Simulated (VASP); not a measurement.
# NiSb (P6_3/mmc) in VASP: a series of runs, part 2 of 3

VASP 6.6.1.

## Step 4: Relaxation of cell and atoms, PBE, target pressure -2 GPa, at which the enthalpy is minimised

This run uses another cell than the first one, of 17.99 Å³/atom.

File INCAR:

```
SYSTEM = NiSb
ALGO = Normal ; EDIFF = 1E-7
EDIFFG = -0.008 ; ENCUT = 600
GGA = PE ; IBRION = 2
ISIF = 3 ; ISMEAR = 0
LASPH = .TRUE. ; LCHARG = .FALSE.
LREAL = .FALSE. ; LWAVE = .FALSE.
NELM = 100 ; NSW = 70
PREC = Accurate ; PSTRESS = -20.0
SIGMA = 0.1
```

File KPOINTS:

```
k-points
0
G
  12 12 8
  0 0 0
```

File POSCAR:

```
NiSb
1.0
    4.0011436518      0.0000000000      0.0000000000
   -2.0005718259      3.4650920466      0.0000000000
    0.0000000000      0.0000000000      5.1895275274
Ni Sb
2 2
Direct
    0.0000000000      0.0000000000      0.0000000000
    0.0000000000      0.0000000000      0.5000000000
    0.3333333333      0.6666666667      0.2500000000
    0.6666666667      0.3333333333      0.7500000000
```

Started as:

```
$ cat potpaw_PBE.64/Ni/POTCAR potpaw_PBE.64/Sb/POTCAR > POTCAR
$ mpirun -np 1 vasp_std > vasp.out
```

Wall time 4.6 min (1 thread of AMD EPYC 9R14 (Zen 4), shared host); peak memory 0.29 GiB.

Results (log left out):

- Free energy: -20.3067 eV
- Relaxed volume: 17.95 Å³/atom
- Relaxed cell: a = 3.998 Å, b = 3.998 Å, c = 5.188 Å, α = 90.00°, β = 90.00°, γ = 120.00°
- Space group after relaxing (to 0.1 Å): P6_3/mmc (No. 194)
- Energy change on relaxing (the run minimises the enthalpy): -0.5 meV/atom
- Ionic steps: 6
- Pressure after relaxing: -2.0 GPa
- Band gap on the k mesh: zero (bands 15 and 16 overlap by 3.15 eV)

Stress tensor (GPa, compression positive):
```
-2.05  0.00  0.00
 0.00 -2.05  0.00
 0.00  0.00 -1.95
```

Step by step:
```tsv
step	energy change (eV)	largest force (eV/Å)	pressure (GPa)	volume (Å³)
1	0.0000	0.0000	-2.22	71.95
2	-0.0033	0.0000	-1.83	71.69
3	-0.0022	0.0000	-1.97	71.78
4	-0.0021	0.0000	-1.98	71.79
5	-0.0020	0.0000	-1.99	71.80
6	-0.0020	0.0000	-2.02	71.80
```

Final structure:
```
Ni Sb
1.0
     3.99767    0.00000    0.00000
    -1.99884    3.46209    0.00000
     0.00000    0.00000    5.18758
Ni Sb
2 2
Direct
  0.00000 0.00000 0.00000
  0.00000 0.00000 0.50000
  0.33333 0.66667 0.25000
  0.66667 0.33333 0.75000
```

Levels at points of the mesh, in eV from the Fermi level:
```tsv
k point	band 13	band 14	band 15	band 16	band 17	band 18
(0.00, 0.00, 0.00)	0.00	0.55	0.55	2.34	2.34	3.06
(0.50, 0.00, 0.00)	-1.48	-1.28	-1.21	-0.42	1.11	3.41
(0.00, 0.00, 0.50)	0.14	0.14	1.96	1.96	1.96	1.96
(0.50, 0.00, 0.50)	-1.67	-1.67	0.21	0.21	1.55	1.55
```

Caveat: the cell is relaxed towards a set pressure, so the run minimises the enthalpy, not the energy; spin-orbit coupling is left out, which moves the levels of the heavy elements. Spin polarisation is off, so any magnetic state and its effect on volume and gap are missing.

## Step 5: Single point, PBE (uniaxial strain along c: -3.0 %)

File INCAR:

```
PREC = Accurate
ENCUT = 520
EDIFF = 1E-6
ISMEAR = 0
SIGMA = 0.1
LREAL = False
LASPH = True
NELM = 60
ALGO = Normal
ISIF = 2
LWAVE = False
LCHARG = True
GGA = PE
LELF = True
LVHAR = True
NBANDS = 23
```

File KPOINTS:

```
regular mesh
0
Gamma
  18 18 10
```

File POSCAR:

```
NiSb
1.0
    4.0057912198      0.0000000000      0.0000000000
   -2.0028956099      3.4691169586      0.0000000000
    0.0000000000      0.0000000000      5.0021723891
Ni Sb
2 2
Direct
    0.0000000000      0.0000000000      0.0000000000
    0.0000000000      0.0000000000      0.5000000000
    0.3333333335      0.6666666665      0.2500000000
    0.6666666665      0.3333333335      0.7500000000
```

Potentials or basis: VASP PAW PBE potentials, release 64 (Ni, Sb).

Started as:

```
$ cat potpaw_PBE.64/Ni/POTCAR potpaw_PBE.64/Sb/POTCAR > POTCAR
$ mpirun -np 1 vasp_std > vasp.out
```

OUTCAR:

```text
PREC = Accurate
   ENCUT = 520
   EDIFF = 1E-6
   ISMEAR = 0
   LREAL = False
   LASPH = True
   NELM = 60
   ISIF = 2
   GGA = PE

 ion  position               nearest neighbor table
   1  0.000  0.000  0.000-   2 2.50   2 2.50   3 2.63   4 2.63   4 2.63   3 2.63   4 2.63   3 2.63

   2  0.000  0.000  0.500-   1 2.50   1 2.50   3 2.63   4 2.63   4 2.63   3 2.63   4 2.63   3 2.63

   3  0.333  0.667  0.250-   1 2.63   2 2.63   1 2.63   2 2.63   1 2.63   2 2.63   4 3.41   4 3.41
                             4 3.41   4 3.41   4 3.41   4 3.41
   4  0.667  0.333  0.750-   1 2.63   2 2.63   1 2.63   2 2.63   1 2.63   2 2.63   3 3.41   3 3.41
                             3 3.41   3 3.41   3 3.41   3 3.41

  LATTYP: Found a hexagonal cell.
 ALAT       =     4.0057912198
 C/A-ratio  =     1.2487351723

  Lattice vectors:

 A1 = (   4.0057912198,   0.0000000000,   0.0000000000)
 A2 = (  -2.0028956099,   3.4691169586,   0.0000000000)
 A3 = (   0.0000000000,   0.0000000000,   5.0021723891)

Analysis of symmetry for initial positions (statically):
=====================================================================
 Subroutine PRICEL returns:
 Original cell was already a primitive cell.

 Routine SETGRP: Setting up the symmetry group for a
 hexagonal supercell.

 Subroutine GETGRP returns: Found 24 space group operations
 (whereof 12 operations were pure point group operations)
 out of a pool of 24 trial point group operations.

The static configuration has the point symmetry D_3d.
 The point group associated with its full space group is D_6h.

Analysis of symmetry for dynamics (positions and initial velocities):
=====================================================================
 Subroutine PRICEL returns:
 Original cell was already a primitive cell.

 Routine SETGRP: Setting up the symmetry group for a
 hexagonal supercell.

 Subroutine GETGRP returns: Found 24 space group operations
 (whereof 12 operations were pure point group operations)
 out of a pool of 24 trial point group operations.

The dynamic configuration has the point symmetry D_3d.
 The point group associated with its full space group is D_6h.

 Subroutine INISYM returns: Found 24 space group operations
 (whereof 12 operations are pure point group operations),
 and found     1 'primitive' translations

----------------------------------------------------------------------------------------

                                     Primitive cell

  volume of cell :      69.5130

  direct lattice vectors                    reciprocal lattice vectors
     4.005791220  0.000000000  0.000000000     0.249638572  0.144128897  0.000000000
    -2.002895610  3.469116959  0.000000000     0.000000000  0.288257794  0.000000000
     0.000000000  0.000000000  5.002172389     0.000000000  0.000000000  0.199913142

  length of vectors
     4.005791220  4.005791220  5.002172389     0.288257794  0.288257794  0.199913142

  position of ions in fractional coordinates (direct lattice)
     0.000000000  0.000000000  0.000000000
     0.000000000  0.000000000  0.500000000
     0.333333334  0.666666666  0.250000000
     0.666666666  0.333333334  0.750000000

  ion indices of the primitive-cell ions
   primitive index   ion index
                 1           1
[... 27 lines left out ...]

 Found    222 irreducible k-points:

 Following reciprocal coordinates:
            Coordinates               Weight
  0.000000  0.000000  0.000000      1.000000
  0.055556  0.000000  0.000000      6.000000
  0.111111  0.000000  0.000000      6.000000
  0.166667  0.000000  0.000000      6.000000
  0.222222  0.000000  0.000000      6.000000
  0.277778  0.000000  0.000000      6.000000
[... 16 lines left out ...]
  0.333333  0.111111  0.000000     12.000000
  0.388889  0.111111  0.000000     12.000000
 [... further k-points ...]
   k-points           NKPTS =    222   k-points in BZ     NKDIM =    222   number of bands    NBANDS=     23
   number of dos      NEDOS =    301   number of ions     NIONS =      4
   total plane-waves  NPLWV =  36000
   dimension x,y,z NGX =    30 NGY =   30 NGZ =   40
   dimension x,y,z NGXF=    60 NGYF=   60 NGZF=   80
   ions per type =               2   2
   NGX,Y,Z   is equivalent  to a cutoff of  12.45, 12.45, 13.29 a.u.
   NGXF,Y,Z  is equivalent  to a cutoff of  24.90, 24.90, 26.59 a.u.
 SYSTEM =  unknown system
   PREC   = accura    normal or accurate (medium, high low for compatibility)
   ISTART =      0    job   : 0-new  1-cont  2-samecut
   ICHARG =      2    charge: 1-file 2-atom 10-const
   ISPIN  =      1    spin polarized calculation?
   LNONCOLLINEAR =      F non collinear calculations
   LSORBIT =      F    spin-orbit coupling
   LASPH  =      T    aspherical Exc in radial PAW
   ENCUT  =  520.0 eV  38.22 Ry    6.18 a.u.   7.45  7.45  9.30*2*pi/ulx,y,z
   NELM   =     60;   NELMIN=  2; NELMDL= -5     # of ELM steps
   EDIFF  = 0.1E-05   stopping-criterion for ELM
   LREAL  =      F    real-space projection
   EDIFFG = 0.1E-04   stopping-criterion for IOM
   NSW    =      0    number of steps for IOM
   IBRION =     -1    ionic relax: 0-MD 1-quasi-New 2-CG
   NFREE  =      0    steps in history (QN), initial steepest desc. (CG)
   ISIF   =      2    stress and relaxation
   ISYM   =      2    0-nonsym 1-usesym 2-fastsym
   POTIM  = 0.5000    time-step for ionic-motion
   TEBEG  =    0.0;   TEEND  =   0.0 temperature during run
   PSTRESS=    0.0 pullay stress
   NELECT =      30.0000    total number of electrons
   NUPDOWN=      -1.0000    fix difference up-down
   EMIN   =  10.00;   EMAX   =-10.00  energy-range for DOS
   EFERMI =   0.00;   METHOD = LEGACY
   ISMEAR =     0;   SIGMA  =   0.10  broadening in eV -4-tet -1-fermi 0-gaus
   EFERMI_NEDOS =   21; number of points for ismear=-14 and -15
   IALGO  =     38    algorithm
   IMIX   =      4    mixing-type and parameters
     AMIX     =   0.40;   BMIX     =  1.00
     AMIX_MAG =   1.60;   BMIX_MAG =  1.00
  volume/ion in A,a.u.               =      17.38       117.27
  Fermi-wavevector in a.u.,A,eV,Ry     =   1.237162  2.337897 20.824671  1.530570
  Thomas-Fermi vector in A             =   2.371741
   LORBIT       =      0    0 simple, 1 ext, 2 COOP (PROOUT), +10 PAW based schemes
   GGA     = PE    functional components
   LHFCALC =     F    Hartree Fock is set to
   AEXX    =    0.0000 exact exchange contribution
   IVDW    =     0    specifies the selected vdW correction
   LEPSILON=     F    determine dielectric tensor
   LRPA    =     F    only Hartree local field effects (RPA)
 non-spin polarized calculation
 Gauss-broadening in eV      SIGMA  =   0.10
  energy-cutoff  :      520.00
  volume of cell :       69.51
 maximum number of plane-waves:      1896
 NGX is ok and might be reduce to    30
   NGX = 15   NGY = 15   NGZ = 19

 number of electron      29.9999989 magnetization

 Free energy of the ion-electron system (eV)
  ---------------------------------------------------
  ext. energy  EPLUGINS =         0.00000000
  ---------------------------------------------------
  free energy    TOTEN  =       -20.28357848 eV

  energy without entropy =      -20.27109765  energy(sigma->0) =      -20.27733806

 E-fermi :   9.8130     XC(G=0): -11.4525

 val. band max:        9.8123549420   @ k =   0.1667   0.0556   0.2000
 cond. band min:       9.8170577282   @ k =   0.2222   0.0556   0.4000
 fundamental gap:      0.0047027862
 Fermi energy:         9.8129988321

 k-point     1 :       0.0000    0.0000    0.0000
  band No.  band energies     occupation
      1      -3.0437      2.00000
      2       1.7117      2.00000
      3       3.8557      2.00000
      4       5.8804      2.00000
      5       5.8804      2.00000
      6       6.6218      2.00000
[... 613 lines left out ...]
     22      17.3865      0.00000
     23      18.6037      0.00000

 [... further k-points ...]

------------------------ aborting loop because EDIFF is reached ----------------------------------------

  FORCE on cell =-STRESS in cart. coord.  units (eV):
  Direction    XX          YY          ZZ          XY          YZ          ZX
  --------------------------------------------------------------------------------------
  -------------------------------------------------------------------------------------
  Total        0.1129628      0.1129628      1.9759046      0.0000000     -0.0000000      0.0000000
  in kB        2.6036344      2.6036344     45.5418484      0.0000000     -0.0000000      0.0000000
  external PRESSURE =      16.9163724 kB  Pullay stress =       0.0000000 kB

 VOLUME and BASIS-vectors are now :
 -----------------------------------------------------------------------------
  energy-cutoff  :      520.00
  volume of cell :       69.51
      direct lattice vectors                 reciprocal lattice vectors
     4.005791220  0.000000000  0.000000000     0.249638572  0.144128897  0.000000000
    -2.002895610  3.469116959  0.000000000     0.000000000  0.288257794  0.000000000
     0.000000000  0.000000000  5.002172389     0.000000000  0.000000000  0.199913142

 POSITION                                       TOTAL-FORCE (eV/Angst)
 -----------------------------------------------------------------------------------
      0.00000      0.00000      0.00000         0.000000      0.000000      0.000000
      0.00000      0.00000      2.50109         0.000000      0.000000      0.000000
      0.00000      2.31274      1.25054        -0.000000      0.000000     -0.000000
      2.00290      1.15637      3.75163         0.000000     -0.000000     -0.000000
 -----------------------------------------------------------------------------------
    total drift:                                0.000000     -0.000000      0.000000

  FREE ENERGIE OF THE ION-ELECTRON SYSTEM (eV)
  ---------------------------------------------------
  free  energy   TOTEN  =       -20.2835784794 eV

  energy  without entropy=      -20.2710976473  energy(sigma->0) =      -20.27733806
```

OSZICAR:

```text
N       E                     dE             d eps       ncg     rms          rms(c)
DAV:   1     0.169147099272E+03    0.16915E+03   -0.12216E+04 10212   0.134E+03
DAV:   2    -0.126602813968E+02   -0.18181E+03   -0.17301E+03 10639   0.280E+02
DAV:   3    -0.215228602018E+02   -0.88626E+01   -0.86392E+01 12561   0.760E+01
DAV:   4    -0.217046714843E+02   -0.18181E+00   -0.18159E+00 11492   0.103E+01
DAV:   5    -0.217109415939E+02   -0.62701E-02   -0.62698E-02 13590   0.198E+00    0.131E+01
DAV:   6    -0.243272246280E+02   -0.26163E+01   -0.24884E+01 11626   0.886E+01    0.174E+01
DAV:   7    -0.203179779620E+02    0.40092E+01   -0.10219E+01 12039   0.627E+01    0.324E+00
DAV:   8    -0.203337977823E+02   -0.15820E-01   -0.89184E-01 14534   0.817E+00    0.247E+00
DAV:   9    -0.202836321448E+02    0.50166E-01   -0.18313E-01 11983   0.692E+00    0.430E-01
DAV:  10    -0.202837973437E+02   -0.16520E-03   -0.55515E-03 11823   0.755E-01    0.327E-01
DAV:  11    -0.202835776888E+02    0.21965E-03   -0.71182E-04 13175   0.206E-01    0.589E-02
DAV:  12    -0.202835920787E+02   -0.14390E-04   -0.18656E-04 15808   0.167E-01    0.476E-02
DAV:  13    -0.202835822681E+02    0.98106E-05   -0.16421E-05 13935   0.478E-02    0.227E-02
DAV:  14    -0.202835793120E+02    0.29561E-05   -0.68730E-06 14192   0.192E-02    0.570E-03
DAV:  15    -0.202835784794E+02    0.83264E-06   -0.65998E-07  6856   0.712E-03
   1 F= -.20283578E+02 E0= -.20277338E+02  d E =-.124808E-01
```

stdout:

```text
POSCAR found type information on POSCAR NiSb
 POSCAR found :  2 types and       4 ions
 scaLAPACK will be used
 LDA part: xc-table for (Slater+PW92), standard interpolation
 POSCAR, INCAR and KPOINTS ok, starting setup
 FFT: planning ... GRIDC
 FFT: planning ... GRID_SOFT
 FFT: planning ... GRID
 WAVECAR not read
 entering main loop
```

Run time: 12 min. Hardware: 1 thread of Intel Xeon 8259CL, shared host; peak memory 0.43 GiB.

Results:

- Free energy: -20.2836 eV
- Pressure: 1.7 GPa
- Band gap on the k mesh: zero (bands 15 and 16 overlap by 3.16 eV)

Stress tensor (GPa, compression positive):
```
0.26 0.00 0.00
0.00 0.26 0.00
0.00 0.00 4.55
```

Caveat: the cell differs from its parent crystal (uniaxial strain along c: -3.0 %); spin-orbit coupling is left out, which moves the levels of the heavy elements. Spin polarisation is off, so any magnetic state and its effect on volume and gap are missing.

[end of part 2 of 3]

The gap in the log of VASP goes by the Fermi energy; the results here count the filled bands.